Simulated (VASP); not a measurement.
# Ge (Imma) in VASP: notebook

The runs below take Ge through single point, with r2SCAN, LDA.

Program: VASP 6.6.1. These are calculated values, not measurements. Logs are shortened: lines on timing, memory, paths and dates and some standing lists are left out, and cuts for length are marked.

**1. The cell of the first run**

Symmetry: Imma, No. 74, orthorhombic system. Conventional cell: a = 4.958 Å, b = 5.266 Å, c = 2.855 Å, α = 90.00°, β = 90.00°, γ = 90.00°. Ge (site symmetry mm2) has 8 Ge at 2.66 to 3.06 Å within 3.5 Å.

**2. Single point, r2SCAN**

Contents of POSCAR:

```
Ge
1.0
   -2.4791465020      2.6330714371      1.4273027698
    2.4791465020     -2.6330714371      1.4273027698
    2.4791465020      2.6330714371     -1.4273027698
Ge
2
Direct
    0.3140570000      0.0640570000      0.2500000000
    0.6859430000      0.9359430000      0.7500000000
```

Contents of INCAR.step1:

```
SYSTEM = Ge
PREC = Accurate
ENCUT = 520
ISMEAR = -1
SIGMA = 0.05
LREAL = .FALSE.
LASPH = .TRUE.
NELM = 100
NBANDS = 21
GGA = PE
ALGO = Normal
EDIFF = 1E-4
LWAVE = .TRUE.
LCHARG = .FALSE.
```

Contents of INCAR.step2:

```
SYSTEM = Ge
PREC = Accurate
ENCUT = 520
EDIFF = 1E-6
ISMEAR = -1
SIGMA = 0.05
LREAL = .FALSE.
LASPH = .TRUE.
NELM = 100
ALGO = Normal
ISIF = 2
LWAVE = .FALSE.
LCHARG = .FALSE.
METAGGA = R2SCAN
LMIXTAU = .TRUE.
NBANDS = 21
ISTART = 1
```

Contents of KPOINTS:

```
regular mesh
0
G
  11 11 11
  0 0 0
```

Potentials or basis: VASP PAW PBE potentials, release 64 (Ge_d).

Started as:

```bash
$ cat potpaw_PBE.64/Ge_d/POTCAR > POTCAR
$ cp INCAR.step1 INCAR
$ mpirun -np 1 vasp_std > vasp.out
$ cp INCAR.step2 INCAR
$ mpirun -np 1 vasp_std > vasp.out
```

OUTCAR:

```text
SYSTEM = Ge
   PREC = Accurate
   ENCUT = 520
   EDIFF = 1E-6
   ISMEAR = -1
   LREAL = .FALSE.
   LASPH = .TRUE.
   NELM = 100
   ISIF = 2
   METAGGA = R2SCAN
   ISTART = 1

 ion  position               nearest neighbor table
   1  0.314  0.064  0.250-   2 2.66   2 2.66   2 2.70   2 2.70
   2  0.686  0.936  0.750-   1 2.66   1 2.66   1 2.70   1 2.70

  LATTYP: Found a body centered orthorhombic cell.
 ALAT       =     2.8546055396
 B/A-ratio  =     1.7369450648
 C/A-ratio  =     1.8447882908

  Lattice vectors:

 A1 = (   2.4791465020,  -2.6330714371,   1.4273027698)
 A2 = (  -2.4791465020,  -2.6330714371,  -1.4273027698)
 A3 = (   2.4791465020,   2.6330714371,  -1.4273027698)

Analysis of symmetry for initial positions (statically):
=====================================================================
 Subroutine PRICEL returns:
 Original cell was already a primitive cell.

 Routine SETGRP: Setting up the symmetry group for a
 body centered orthorhombic supercell.

 Subroutine GETGRP returns: Found  8 space group operations
 (whereof  4 operations were pure point group operations)
 out of a pool of  8 trial point group operations.

The static configuration has the point symmetry C_2h.
 The point group associated with its full space group is D_2h.

Analysis of symmetry for dynamics (positions and initial velocities):
=====================================================================
 Subroutine PRICEL returns:
 Original cell was already a primitive cell.

 Routine SETGRP: Setting up the symmetry group for a
 body centered orthorhombic supercell.

 Subroutine GETGRP returns: Found  8 space group operations
 (whereof  4 operations were pure point group operations)
 out of a pool of  8 trial point group operations.

The dynamic configuration has the point symmetry C_2h.
 The point group associated with its full space group is D_2h.

 Subroutine INISYM returns: Found  8 space group operations
 (whereof  4 operations are pure point group operations),
 and found     1 'primitive' translations

----------------------------------------------------------------------------------------

                                     Primitive cell

  volume of cell :      37.2684

  direct lattice vectors                    reciprocal lattice vectors
    -2.479146502  2.633071437  1.427302770     0.000000000  0.189892303  0.350311098
     2.479146502 -2.633071437  1.427302770     0.201682313  0.000000000  0.350311098
     2.479146502  2.633071437 -1.427302770     0.201682313  0.189892303  0.000000000

  length of vectors
     3.887984795  3.887984795  3.887984795     0.398468257  0.404219767  0.277010545

  position of ions in fractional coordinates (direct lattice)
     0.314057000  0.064057000  0.250000000
     0.685943000  0.935943000  0.750000000

  ion indices of the primitive-cell ions
   primitive index   ion index
                 1           1
                 2           2

----------------------------------------------------------------------------------------

 KPOINTS: regular mesh

Automatic generation of k-mesh.
 Grid dimensions read from file:
 generate k-points for:   11   11   11

 Generating k-lattice:

  Cartesian coordinates                     Fractional coordinates (reciprocal lattice)
     0.000000000  0.017262937  0.031846463     0.090909091 -0.000000000  0.000000000
     0.018334756  0.000000000  0.031846463    -0.000000000  0.090909091  0.000000000
     0.018334756  0.017262937  0.000000000     0.000000000  0.000000000  0.090909091

  Length of vectors
     0.036224387  0.036747252  0.025182777

  Shift w.r.t. Gamma in fractional coordinates (k-lattice)
     0.000000000  0.000000000  0.000000000

 Subroutine IBZKPT returns following result:
 ===========================================

 Found    216 irreducible k-points:

 Following reciprocal coordinates:
            Coordinates               Weight
  0.000000  0.000000  0.000000      1.000000
  0.090909  0.000000  0.000000      4.000000
  0.181818  0.000000  0.000000      4.000000
  0.272727  0.000000  0.000000      4.000000
  0.363636  0.000000  0.000000      4.000000
  0.454545 -0.000000  0.000000      4.000000
[... 16 lines left out ...]
  0.454545  0.181818 -0.000000      8.000000
 -0.454545  0.181818 -0.000000      8.000000
 [... further k-points ...]
   k-points           NKPTS =    216   k-points in BZ     NKDIM =    216   number of bands    NBANDS=     21
   number of dos      NEDOS =    301   number of ions     NIONS =      2
   total plane-waves  NPLWV =  27000
   dimension x,y,z NGX =    30 NGY =   30 NGZ =   30
   dimension x,y,z NGXF=    60 NGYF=   60 NGZF=   60
   ions per type =               2
   NGX,Y,Z   is equivalent  to a cutoff of  12.83, 12.83, 12.83 a.u.
   NGXF,Y,Z  is equivalent  to a cutoff of  25.66, 25.66, 25.66 a.u.
 SYSTEM =  Ge
   PREC   = accura    normal or accurate (medium, high low for compatibility)
   ISTART =      1    job   : 0-new  1-cont  2-samecut
   ICHARG =      0    charge: 1-file 2-atom 10-const
   ISPIN  =      1    spin polarized calculation?
   LNONCOLLINEAR =      F non collinear calculations
   LSORBIT =      F    spin-orbit coupling
   LASPH  =      T    aspherical Exc in radial PAW
   ENCUT  =  520.0 eV  38.22 Ry    6.18 a.u.   7.23  7.23  7.23*2*pi/ulx,y,z
   NELM   =    100;   NELMIN=  2; NELMDL=  0     # of ELM steps
   EDIFF  = 0.1E-05   stopping-criterion for ELM
   LREAL  =      F    real-space projection
   EDIFFG = 0.1E-04   stopping-criterion for IOM
   NSW    =      0    number of steps for IOM
   IBRION =     -1    ionic relax: 0-MD 1-quasi-New 2-CG
   NFREE  =      0    steps in history (QN), initial steepest desc. (CG)
   ISIF   =      2    stress and relaxation
   ISYM   =      2    0-nonsym 1-usesym 2-fastsym
   POTIM  = 0.5000    time-step for ionic-motion
   TEBEG  =    0.0;   TEEND  =   0.0 temperature during run
   PSTRESS=    0.0 pullay stress
   NELECT =      28.0000    total number of electrons
   NUPDOWN=      -1.0000    fix difference up-down
   EMIN   =  10.00;   EMAX   =-10.00  energy-range for DOS
   EFERMI =   0.00;   METHOD = LEGACY
   ISMEAR =    -1;   SIGMA  =   0.05  broadening in eV -4-tet -1-fermi 0-gaus
   EFERMI_NEDOS =   21; number of points for ismear=-14 and -15
   IALGO  =     38    algorithm
   IMIX   =      4    mixing-type and parameters
     AMIX     =   0.40;   BMIX     =  1.00
     AMIX_MAG =   1.60;   BMIX_MAG =  1.00
  volume/ion in A,a.u.               =      18.63       125.75
  Fermi-wavevector in a.u.,A,eV,Ry     =   1.488266  2.812415 30.136025  2.214935
  Thomas-Fermi vector in A             =   2.601322
   LORBIT       =      0    0 simple, 1 ext, 2 COOP (PROOUT), +10 PAW based schemes
   METAGGA = R2SCAN    functional components
   LHFCALC =     F    Hartree Fock is set to
   AEXX    =    0.0000 exact exchange contribution
   IVDW    =     0    specifies the selected vdW correction
   LEPSILON=     F    determine dielectric tensor
   LRPA    =     F    only Hartree local field effects (RPA)
 non-spin polarized calculation
  energy-cutoff  :      520.00
  volume of cell :       37.27
 maximum number of plane-waves:      1033
 NGX is ok and might be reduce to    30
   NGX = 15   NGY = 15   NGZ = 15

 number of electron      28.0000001 magnetization

 Free energy of the ion-electron system (eV)
  ---------------------------------------------------
  ext. energy  EPLUGINS =         0.00000000
  ---------------------------------------------------
  free energy    TOTEN  =       -27.00747174 eV

  energy without entropy =      -27.00208323  energy(sigma->0) =      -27.00477749

 E-fermi :   6.6647     XC(G=0): -12.3562

 val. band max:        6.6502293190   @ k =  -0.0000   0.2727   0.0000
 cond. band min:       6.6795935182   @ k =  -0.2727   0.3636   0.1818
 fundamental gap:      0.0293641993
 Fermi energy:         6.6647385047

 k-point     1 :       0.0000    0.0000    0.0000
  band No.  band energies     occupation
      1     -18.8756      2.00000
      2     -18.7919      2.00000
      3     -18.7871      2.00000
      4     -18.7823      2.00000
      5     -18.7455      2.00000
      6     -18.7024      2.00000
[... 13 lines left out ...]
     20      17.8971      0.00000
     21      20.0778      0.00000

 k-point     2 :       0.0909    0.0000    0.0000
  band No.  band energies     occupation
      1     -18.8686      2.00000
      2     -18.7836      2.00000
      3     -18.7778      2.00000
      4     -18.7747      2.00000
      5     -18.7476      2.00000
      6     -18.7052      2.00000
[... 13 lines left out ...]
     20      18.3586      0.00000
     21      19.3531      0.00000

 k-point     3 :       0.1818    0.0000    0.0000
  band No.  band energies     occupation
      1     -18.8496      2.00000
      2     -18.7656      2.00000
      3     -18.7608      2.00000
      4     -18.7518      2.00000
      5     -18.7436      2.00000
      6     -18.7101      2.00000
[... 13 lines left out ...]
     20      16.5344      0.00000
     21      19.5801      0.00000

 k-point     4 :       0.2727    0.0000    0.0000
  band No.  band energies     occupation
      1     -18.8232      2.00000
      2     -18.7601      2.00000
      3     -18.7435      2.00000
      4     -18.7393      2.00000
      5     -18.7068      2.00000
      6     -18.7023      2.00000
[... 13 lines left out ...]
     20      15.2930      0.00000
     21      20.2448      0.00000

 k-point     5 :       0.3636    0.0000    0.0000
  band No.  band energies     occupation
      1     -18.7954      2.00000
      2     -18.7608      2.00000
      3     -18.7321      2.00000
      4     -18.7269      2.00000
      5     -18.7095      2.00000
      6     -18.7061      2.00000
[... 13 lines left out ...]
     20      15.8429      0.00000
     21      21.5019      0.00000
[... 382 lines left out ...]
     20      17.4695      0.00000
     21      19.5335      0.00000

 k-point    22 :       0.3636    0.1818    0.0000
  band No.  band energies     occupation
      1     -18.8020      2.00000
      2     -18.7709      2.00000
      3     -18.7523      2.00000
      4     -18.7149      2.00000
      5     -18.7113      2.00000
      6     -18.6831      2.00000
[... 13 lines left out ...]
     20      18.4831      0.00000
     21      19.8603      0.00000

 k-point    23 :       0.4545    0.1818   -0.0000
  band No.  band energies     occupation
      1     -18.7939      2.00000
      2     -18.7623      2.00000
      3     -18.7387      2.00000
      4     -18.7298      2.00000
      5     -18.7052      2.00000
      6     -18.6784      2.00000
[... 13 lines left out ...]
     20      18.2597      0.00000
     21      19.5392      0.00000

 k-point    24 :      -0.4545    0.1818   -0.0000
  band No.  band energies     occupation
      1     -18.7964      2.00000
      2     -18.7571      2.00000
      3     -18.7450      2.00000
      4     -18.7255      2.00000
      5     -18.7175      2.00000
      6     -18.6803      2.00000
[... 13 lines left out ...]
     20      18.3068      0.00000
     21      18.4288      0.00000

 [... further k-points ...]

------------------------ aborting loop because EDIFF is reached ----------------------------------------

  FORCE on cell =-STRESS in cart. coord.  units (eV):
  Direction    XX          YY          ZZ          XY          YZ          ZX
  --------------------------------------------------------------------------------------
  -------------------------------------------------------------------------------------
  Total        0.2705836     -0.2561939     -0.0230373      0.0000000      0.0000000      0.0000000
  in kB       11.6324476    -11.0138335     -0.9903782      0.0000000      0.0000000      0.0000000
  external PRESSURE =      -0.1239214 kB  Pullay stress =       0.0000000 kB

 VOLUME and BASIS-vectors are now :
 -----------------------------------------------------------------------------
  energy-cutoff  :      520.00
  volume of cell :       37.27
      direct lattice vectors                 reciprocal lattice vectors
    -2.479146502  2.633071437  1.427302770     0.000000000  0.189892303  0.350311098
     2.479146502 -2.633071437  1.427302770     0.201682313  0.000000000  0.350311098
     2.479146502  2.633071437 -1.427302770     0.201682313  0.189892303  0.000000000

 POSITION                                       TOTAL-FORCE (eV/Angst)
 -----------------------------------------------------------------------------------
      0.00000      1.31654      0.18286        -0.000000      0.000000      0.085601
      2.47915      1.31654      1.24445         0.000000     -0.000000     -0.085601
 -----------------------------------------------------------------------------------
    total drift:                               -0.000000     -0.000000      0.000000

  FREE ENERGIE OF THE ION-ELECTRON SYSTEM (eV)
  ---------------------------------------------------
  free  energy   TOTEN  =       -27.0074717446 eV

  energy  without entropy=      -27.0020832268  energy(sigma->0) =      -27.00477749
```

It took 5.2 min on 1 thread of Intel Xeon Platinum 8559C (Emerald Rapids), shared host; peak memory 0.27 GiB.

Results:

| Quantity | Value |
| --- | --- |
| Free energy | -27.0075 eV |
| Pressure | 0.0 GPa |
| Largest force | 0.086 eV/Å |
| Band gap on the k mesh | zero (band 14 reaches 8.92 eV, above the bottom of band 15 at 3.28 eV) |

Forces on the atoms (eV/Å):
```
Ge   0.000  0.000  0.086
Ge   0.000  0.000 -0.086
```

Caveat: the PAW data sets were made with another functional, which shifts forces and pressure a little.

**3. Single point, r2SCAN**

This run uses another cell than the first one, of 19.01 Å³/atom, 1.020 times its volume.

Contents of POSCAR:

```
Ge
1.0
   -2.4958980000      2.6508630000      1.4369470000
    2.4958980000     -2.6508630000      1.4369470000
    2.4958980000      2.6508630000     -1.4369470000
Ge
2
Direct
    0.3140570000      0.0640570000      0.2500000000
    0.6859430000      0.9359430000      0.7500000000
```

Contents of INCAR.step1:

```
PREC = Accurate
ENCUT = 520
ISMEAR = -1
SIGMA = 0.05
LREAL = F
LASPH = T
NELM = 100
NBANDS = 21
GGA = PE
ALGO = Normal
EDIFF = 1E-4
LWAVE = T
LCHARG = F
```

Contents of INCAR.step2:

```
PREC = Accurate
ENCUT = 520
EDIFF = 1E-7
ISMEAR = -1
SIGMA = 0.05
LREAL = F
LASPH = T
NELM = 100
ALGO = Normal
ISIF = 2
LWAVE = F
LCHARG = F
METAGGA = R2SCAN
LMIXTAU = T
NBANDS = 21
ISTART = 1
```

Contents of KPOINTS:

```
regular mesh
0
Gamma
  11 11 11
```

Potentials or basis: VASP PAW PBE potentials, release 64 (Ge_d).

Started as:

```bash
$ cat potpaw_PBE.64/Ge_d/POTCAR > POTCAR
$ cp INCAR.step1 INCAR
$ mpirun -np 1 vasp_std > vasp.out
$ cp INCAR.step2 INCAR
$ mpirun -np 1 vasp_std > vasp.out
```

Wall time 6.3 min (1 thread of Intel Xeon Platinum 8559C (Emerald Rapids), shared host); peak memory 0.27 GiB.

It converged, with:

* Free energy: -27.0042 eV
* Pressure: -1.5 GPa
* Largest force: 0.090 eV/Å
* Band gap on the k mesh: zero (band 14 reaches 8.62 eV, above the bottom of band 15 at 3.14 eV)

Forces on the atoms (eV/Å):
```
Ge   0.000  0.000  0.090
Ge   0.000  0.000 -0.090
```

Stress tensor (GPa, compression positive):
```
-0.34  0.00  0.00
 0.00 -2.60  0.00
 0.00  0.00 -1.52
```

Levels at points of the mesh, in eV from the Fermi level:
```tsv
k point	band 10	band 11	band 12	band 13	band 14	band 15	band 16	band 17	band 18	band 19
(0.00, 0.00, 0.00)	-25.19	-13.76	-3.88	-2.60	-2.10	3.91	7.27	7.54	8.28	8.62
```

Caveat: the PAW data sets were made with another functional, which shifts forces and pressure a little.

**4. Single point, LDA**

This run uses another cell than the first one, of 17.87 Å³/atom, 0.959 times its volume.

Contents of INCAR:

```
SYSTEM = Ge
ALGO = Normal ; EDIFF = 1E-7
ENCUT = 520 ; ISIF = 2
ISMEAR = -1 ; LASPH = .TRUE.
LCHARG = .FALSE. ; LREAL = .FALSE.
LWAVE = .FALSE. ; NBANDS = 21
NELM = 80 ; PREC = Accurate
SIGMA = 0.05
```

Contents of KPOINTS:

```
k-points
0
G
  11 11 11
  0 0 0
```

Contents of POSCAR:

```
Ge
1.0
   -2.4449470096      2.5967485709      1.4076133202
    2.4449470096     -2.5967485709      1.4076133202
    2.4449470096      2.5967485709     -1.4076133202
Ge
2
Direct
    0.3140570000      0.0640570000      0.2500000000
    0.6859430000      0.9359430000      0.7500000000
```

Potentials or basis: VASP PAW LDA potentials, release 64 (Ge_d).

Started as:

```bash
$ cat potpaw_LDA.64/Ge_d/POTCAR > POTCAR
$ mpirun -np 1 vasp_std > vasp.out
```

Run time: 2.9 min. Hardware: 1 thread of Intel Xeon 6975P-C (Granite Rapids), shared host; peak memory 0.24 GiB.

Results (log left out):

```yaml
Free_energy: -10.0125 eV
Pressure: 0.4 GPa
Largest_force: 0.063 eV/Å
Band_gap_on_the_k_mesh: zero (band 14 reaches 9.21 eV, above the bottom of band 15 at 3.59 eV)
```

Forces in eV/Å, atoms in the order of the input:
```
Ge   0.000  0.000  0.063
Ge   0.000  0.000 -0.063
```

Stress tensor (GPa, compression positive):
```
 1.69  0.00  0.00
 0.00 -0.63  0.00
 0.00  0.00  0.10
```

Levels at points of the mesh, in eV from the Fermi level:
| k point | band 12 | band 13 | band 14 | band 15 | band 16 | band 17 |
| --- | --- | --- | --- | --- | --- | --- |
| (0.00, 0.00, 0.00) | -3.70 | -2.54 | -2.06 | 3.41 | 7.23 | 7.51 |

**5. Summary**

```csv
level,potentials or basis,cell,gap on the mesh (eV),pressure (GPa),largest force (eV/Å)
r2SCAN,"VASP PAW PBE potentials, release 64 (Ge_d)","a = 3.888 Å, angles 100.8, 94.7, 136.9°, 2 atoms",none,0.0,0.09
r2SCAN,"VASP PAW PBE potentials, release 64 (Ge_d)","a = 3.914 Å, angles 100.8, 94.7, 136.9°, 2 atoms",none,-1.5,0.09
LDA,"VASP PAW LDA potentials, release 64 (Ge_d)","a = 3.834 Å, angles 100.8, 94.7, 136.9°, 2 atoms",none,0.4,0.06
```

Alike in all rows: task single point; no spin polarisation; k mesh 11 × 11 × 11; cutoff (eV) 520; smearing fermi-dirac 0.05 eV.

Caveats: the PAW data sets were made with another functional, which shifts forces and pressure a little (some runs).

Absolute energies hang on the potentials; compare differences alone.
